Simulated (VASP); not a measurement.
# Ge (P6_3/mmc) in VASP: a series of runs, part 2 of 2

VASP 6.6.1. Earlier steps stand in the parts before.

### 5 Single point, PBEsol (strain +0.080 along x and y, +0.000 along z)

Input file INCAR:

```
ALGO = Normal
EDIFF = 1E-7
ENCUT = 520
GGA = PS
ISIF = 2
ISMEAR = 0
LASPH = T
LCHARG = F
LREAL = F
LWAVE = F
NBANDS = 36
NELM = 60
PREC = Accurate
SIGMA = 0.15
```

Input file KPOINTS:

```
k-points
0
Gamma
  12 12 8
```

Input file POSCAR:

```
Ge
1.0
    4.1008171026      0.0000000000      0.0000000000
   -2.0504085513      3.5514117871      0.0000000000
    0.0000000000      0.0000000000      6.2493425316
Ge
4
Direct
    0.0000000000      0.0000000000      0.0711500000
    0.0000000000      0.0000000000      0.5711500000
    0.3333333333      0.6666666667      0.8211500000
    0.6666666667      0.3333333333      0.3211500000
```

Potentials or basis: VASP PAW PBE potentials, release 64 (Ge_d).

Command:

```bash
> cat potpaw_PBE.64/Ge_d/POTCAR > POTCAR
> mpirun -np 1 vasp_std > vasp.out
```

OUTCAR:

```text
EDIFF = 1E-7
   ENCUT = 520
   GGA = PS
   ISIF = 2
   ISMEAR = 0
   LASPH = T
   LREAL = F
   NELM = 60
   PREC = Accurate

 ion  position               nearest neighbor table
   1  0.000  0.000  0.071-   3 2.84   4 2.84   3 2.84   4 2.84   4 2.84   3 2.84
   2  0.000  0.000  0.571-   3 2.84   4 2.84   3 2.84   4 2.84   4 2.84   3 2.84
   3  0.333  0.667  0.821-   1 2.84   2 2.84   1 2.84   2 2.84   1 2.84   2 2.84
   4  0.667  0.333  0.321-   1 2.84   2 2.84   1 2.84   2 2.84   1 2.84   2 2.84

  LATTYP: Found a hexagonal cell.
 ALAT       =     4.1008171026
 C/A-ratio  =     1.5239261775

  Lattice vectors:

 A1 = (   4.1008171026,   0.0000000000,   0.0000000000)
 A2 = (  -2.0504085513,   3.5514117871,   0.0000000000)
 A3 = (   0.0000000000,   0.0000000000,   6.2493425316)

Analysis of symmetry for initial positions (statically):
=====================================================================
 Subroutine PRICEL returns:
 Original cell was already a primitive cell.

 Routine SETGRP: Setting up the symmetry group for a
 hexagonal supercell.

 Subroutine GETGRP returns: Found 24 space group operations
 (whereof  6 operations were pure point group operations)
 out of a pool of 24 trial point group operations.

The static configuration has the point symmetry C_3v.
 The point group associated with its full space group is D_6h.

Analysis of symmetry for dynamics (positions and initial velocities):
=====================================================================
 Subroutine PRICEL returns:
 Original cell was already a primitive cell.

 Routine SETGRP: Setting up the symmetry group for a
 hexagonal supercell.

 Subroutine GETGRP returns: Found 24 space group operations
 (whereof  6 operations were pure point group operations)
 out of a pool of 24 trial point group operations.

The dynamic configuration has the point symmetry C_3v.
 The point group associated with its full space group is D_6h.

 Subroutine INISYM returns: Found 24 space group operations
 (whereof  6 operations are pure point group operations),
 and found     1 'primitive' translations

----------------------------------------------------------------------------------------

                                     Primitive cell

  volume of cell :      91.0135

  direct lattice vectors                    reciprocal lattice vectors
     4.100817103  0.000000000  0.000000000     0.243853841  0.140789081  0.000000000
    -2.050408551  3.551411787  0.000000000     0.000000000  0.281578161  0.000000000
     0.000000000  0.000000000  6.249342532     0.000000000  0.000000000  0.160016833

  length of vectors
     4.100817103  4.100817103  6.249342532     0.281578161  0.281578161  0.160016833

  position of ions in fractional coordinates (direct lattice)
     0.000000000  0.000000000  0.071150000
     0.000000000  0.000000000  0.571150000
     0.333333333  0.666666667  0.821150000
     0.666666667  0.333333333  0.321150000

  ion indices of the primitive-cell ions
   primitive index   ion index
[... 21 lines left out ...]
     0.023464847  0.023464847  0.020002104

  Shift w.r.t. Gamma in fractional coordinates (k-lattice)
     0.000000000  0.000000000  0.000000000

 Subroutine IBZKPT returns following result:
 ===========================================

 Found     95 irreducible k-points:

 Following reciprocal coordinates:
            Coordinates               Weight
  0.000000  0.000000  0.000000      1.000000
  0.083333  0.000000  0.000000      6.000000
  0.166667 -0.000000  0.000000      6.000000
  0.250000 -0.000000  0.000000      6.000000
  0.333333 -0.000000  0.000000      6.000000
  0.416667 -0.000000  0.000000      6.000000
[... 16 lines left out ...]
  0.250000 -0.000000  0.125000     12.000000
  0.333333 -0.000000  0.125000     12.000000
 [... further k-points ...]
   k-points           NKPTS =     95   k-points in BZ     NKDIM =     95   number of bands    NBANDS=     36
   number of dos      NEDOS =    301   number of ions     NIONS =      4
   total plane-waves  NPLWV =  43200
   dimension x,y,z NGX =    30 NGY =   30 NGZ =   48
   dimension x,y,z NGXF=    60 NGYF=   60 NGZF=   96
   ions per type =               4
   NGX,Y,Z   is equivalent  to a cutoff of  12.16, 12.16, 12.77 a.u.
   NGXF,Y,Z  is equivalent  to a cutoff of  24.32, 24.32, 25.54 a.u.
 SYSTEM =  unknown system
   PREC   = accura    normal or accurate (medium, high low for compatibility)
   ISTART =      0    job   : 0-new  1-cont  2-samecut
   ICHARG =      2    charge: 1-file 2-atom 10-const
   ISPIN  =      1    spin polarized calculation?
   LNONCOLLINEAR =      F non collinear calculations
   LSORBIT =      F    spin-orbit coupling
   LASPH  =      T    aspherical Exc in radial PAW
   ENCUT  =  520.0 eV  38.22 Ry    6.18 a.u.   7.62  7.62 11.62*2*pi/ulx,y,z
   NELM   =     60;   NELMIN=  2; NELMDL= -5     # of ELM steps
   EDIFF  = 0.1E-06   stopping-criterion for ELM
   LREAL  =      F    real-space projection
   EDIFFG = 0.1E-05   stopping-criterion for IOM
   NSW    =      0    number of steps for IOM
   IBRION =     -1    ionic relax: 0-MD 1-quasi-New 2-CG
   NFREE  =      0    steps in history (QN), initial steepest desc. (CG)
   ISIF   =      2    stress and relaxation
   ISYM   =      2    0-nonsym 1-usesym 2-fastsym
   POTIM  = 0.5000    time-step for ionic-motion
   TEBEG  =    0.0;   TEEND  =   0.0 temperature during run
   PSTRESS=    0.0 pullay stress
   NELECT =      56.0000    total number of electrons
   NUPDOWN=      -1.0000    fix difference up-down
   EMIN   =  10.00;   EMAX   =-10.00  energy-range for DOS
   EFERMI =   0.00;   METHOD = LEGACY
   ISMEAR =     0;   SIGMA  =   0.15  broadening in eV -4-tet -1-fermi 0-gaus
   EFERMI_NEDOS =   21; number of points for ismear=-14 and -15
   IALGO  =     38    algorithm
   IMIX   =      4    mixing-type and parameters
     AMIX     =   0.40;   BMIX     =  1.00
     AMIX_MAG =   1.60;   BMIX_MAG =  1.00
  volume/ion in A,a.u.               =      22.75       153.55
  Fermi-wavevector in a.u.,A,eV,Ry     =   1.392416  2.631284 26.379269  1.938822
  Thomas-Fermi vector in A             =   2.516161
   LORBIT       =      0    0 simple, 1 ext, 2 COOP (PROOUT), +10 PAW based schemes
   GGA     = PS    functional components
   LHFCALC =     F    Hartree Fock is set to
   AEXX    =    0.0000 exact exchange contribution
   IVDW    =     0    specifies the selected vdW correction
   LEPSILON=     F    determine dielectric tensor
   LRPA    =     F    only Hartree local field effects (RPA)
 non-spin polarized calculation
 Gauss-broadening in eV      SIGMA  =   0.15
  energy-cutoff  :      520.00
  volume of cell :       91.01
 maximum number of plane-waves:      2472
   NGX = 15   NGY = 15   NGZ = 23

 number of electron      55.9999947 magnetization

 Free energy of the ion-electron system (eV)
  ---------------------------------------------------
  ext. energy  EPLUGINS =         0.00000000
  ---------------------------------------------------
  free energy    TOTEN  =       -18.53051579 eV

  energy without entropy =      -18.50905989  energy(sigma->0) =      -18.51978784

 E-fermi :   4.6732     XC(G=0): -10.3793

 val. band max:        4.6551958889   @ k =   0.3333   0.1667   0.1250
 cond. band min:       4.6808347887   @ k =   0.2500  -0.0000   0.2500
 fundamental gap:      0.0256388998
 Fermi energy:         4.6732073292

 k-point     1 :       0.0000    0.0000    0.0000
  band No.  band energies     occupation
      1     -19.9469      2.00000
      2     -19.9469      2.00000
      3     -19.9382      2.00000
      4     -19.9382      2.00000
      5     -19.9180      2.00000
      6     -19.8791      2.00000
[... 925 lines left out ...]
     35      10.9966      0.00000
     36      12.0396      0.00000

 [... further k-points ...]

------------------------ aborting loop because EDIFF is reached ----------------------------------------

  FORCE on cell =-STRESS in cart. coord.  units (eV):
  Direction    XX          YY          ZZ          XY          YZ          ZX
  --------------------------------------------------------------------------------------
  -------------------------------------------------------------------------------------
  Total       -4.0611150     -4.0611150     -4.1267785      0.0000000     -0.0000000     -0.0000000
  in kB      -71.4907914    -71.4907914    -72.6467157      0.0000000     -0.0000000     -0.0000000
  external PRESSURE =     -71.8760995 kB  Pullay stress =       0.0000000 kB

 VOLUME and BASIS-vectors are now :
 -----------------------------------------------------------------------------
  energy-cutoff  :      520.00
  volume of cell :       91.01
      direct lattice vectors                 reciprocal lattice vectors
     4.100817103  0.000000000  0.000000000     0.243853841  0.140789081  0.000000000
    -2.050408551  3.551411787  0.000000000     0.000000000  0.281578161  0.000000000
     0.000000000  0.000000000  6.249342532     0.000000000  0.000000000  0.160016833

 POSITION                                       TOTAL-FORCE (eV/Angst)
 -----------------------------------------------------------------------------------
      0.00000      0.00000      0.44464         0.000000      0.000000     -0.000000
      0.00000      0.00000      3.56931         0.000000      0.000000      0.000000
     -0.00000      2.36761      5.13165         0.000000      0.000000      0.000000
      2.05041      1.18380      2.00698        -0.000000     -0.000000      0.000000
 -----------------------------------------------------------------------------------
    total drift:                               -0.000000     -0.000001      0.000126

  FREE ENERGIE OF THE ION-ELECTRON SYSTEM (eV)
  ---------------------------------------------------
  free  energy   TOTEN  =       -18.5305157903 eV

  energy  without entropy=      -18.5090598889  energy(sigma->0) =      -18.51978784
```

Run time: 2.9 min. Hardware: 1 thread of AMD EPYC 9R45 (Zen 5), shared host; peak memory 0.31 GiB.

What came out:

* Free energy: -18.5305 eV
* Pressure: -7.2 GPa
* Band gap on the k mesh: zero (bands 28 and 29 overlap by 3.64 eV)

Levels at points of the mesh, in eV from the Fermi level:
```tsv
k point	band 26	band 27	band 28	band 29	band 30	band 31
(0.00, 0.00, 0.00)	-0.82	0.75	0.75	0.86	1.39	2.32
(0.50, 0.00, 0.00)	-3.43	-2.66	0.69	1.03	1.20	1.38
(0.00, 0.00, 0.50)	-0.13	-0.13	-0.13	0.17	0.17	2.93
(0.50, 0.00, 0.50)	-1.78	-1.69	-1.69	-0.71	-0.71	3.08
```

Caveat: the cell differs from its parent crystal (strain +0.080 along x and y, +0.000 along z); the cell stands under tension; the PAW data sets were made with another functional, which shifts forces and pressure a little.

### 6 Single point, PBEsol (strain +0.040 along x and y, +0.080 along z)

Input file INCAR:

```
  PREC = Accurate
  ENCUT = 520
  EDIFF = 1E-7
  ISMEAR = 0
  SIGMA = 0.15
  LREAL = F
  LASPH = T
  NELM = 60
  ALGO = Normal
  ISIF = 2
  LWAVE = F
  LCHARG = F
  GGA = PS
  NBANDS = 36
```

Input file KPOINTS:

```
regular mesh
0
Gamma
  12 12 8
```

Input file POSCAR:

```
Ge
1.0
    3.9489349877      0.0000000000      0.0000000000
   -1.9744674938      3.4198780172      0.0000000000
    0.0000000000      0.0000000000      6.7492899341
Ge
4
Direct
    0.0000000000      0.0000000000      0.0711500000
    0.0000000000      0.0000000000      0.5711500000
    0.3333333333      0.6666666667      0.8211500000
    0.6666666667      0.3333333333      0.3211500000
```

Potentials or basis: VASP PAW PBE potentials, release 64 (Ge_d).

Command:

```bash
> cat potpaw_PBE.64/Ge_d/POTCAR > POTCAR
> mpirun -np 1 vasp_std > vasp.out
```

Wall time 3.1 min (1 thread of AMD EPYC 9R45 (Zen 5), shared host); peak memory 0.31 GiB.

It converged, with:

```yaml
Free_energy: -18.4540 eV
Pressure: -8.3 GPa
Band_gap_on_the_k_mesh: zero (bands 28 and 29 overlap by 3.96 eV)
```

Stress tensor (GPa, compression positive):
```
-7.46  0.00  0.00
 0.00 -7.46  0.00
 0.00  0.00 -9.96
```

Levels at points of the mesh, in eV from the Fermi level:
```
           k point  band 24  band 25  band 26  band 27  band 28  band 29  band 30  band 31  band 32  band 33
(0.00, 0.00, 0.00)    -2.14    -0.01    -0.01     0.16     1.46     1.46     2.04     2.60     2.60     3.56
(0.50, 0.00, 0.00)    -6.38    -4.42    -3.59    -2.01     0.94     1.23     1.31     1.44     2.03     3.17
(0.00, 0.00, 0.50)    -5.12     0.57     0.57     0.57     0.57     0.96     0.96     3.45     3.45     3.45
(0.50, 0.00, 0.50)    -7.33    -1.92    -1.92    -1.21    -1.21    -1.17    -1.17     3.00     3.00     5.00
```

Caveat: the cell differs from its parent crystal (strain +0.040 along x and y, +0.080 along z); the cell stands under tension; the PAW data sets were made with another functional, which shifts forces and pressure a little.

### 7 Summary

```tsv
cell	gap on the mesh (eV)	pressure (GPa)
a = 3.949, b = 3.949, c = 6.249 Å, angles 90.0, 90.0, 120.0°, 4 atoms	none	-4.4
a = 4.101, b = 4.101, c = 5.999 Å, angles 90.0, 90.0, 120.0°, 4 atoms	none	-5.0
a = 3.949, b = 3.949, c = 6.499 Å, angles 90.0, 90.0, 120.0°, 4 atoms	none	-6.6
a = 4.101, b = 4.101, c = 6.249 Å, angles 90.0, 90.0, 120.0°, 4 atoms	none	-7.2
a = 3.949, b = 3.949, c = 6.749 Å, angles 90.0, 90.0, 120.0°, 4 atoms	none	-8.3
```

Alike in all rows: task single point; level PBEsol; potentials or basis VASP PAW PBE potentials, release 64 (Ge_d); no spin polarisation; k mesh 12 × 12 × 8; cutoff (eV) 520; smearing gaussian 0.15 eV.

Caveats: the cell stands under tension; the PAW data sets were made with another functional, which shifts forces and pressure a little.

Absolute energies hang on the potentials; compare differences alone.

The gap in the log of VASP goes by the Fermi energy; the results here count the filled bands.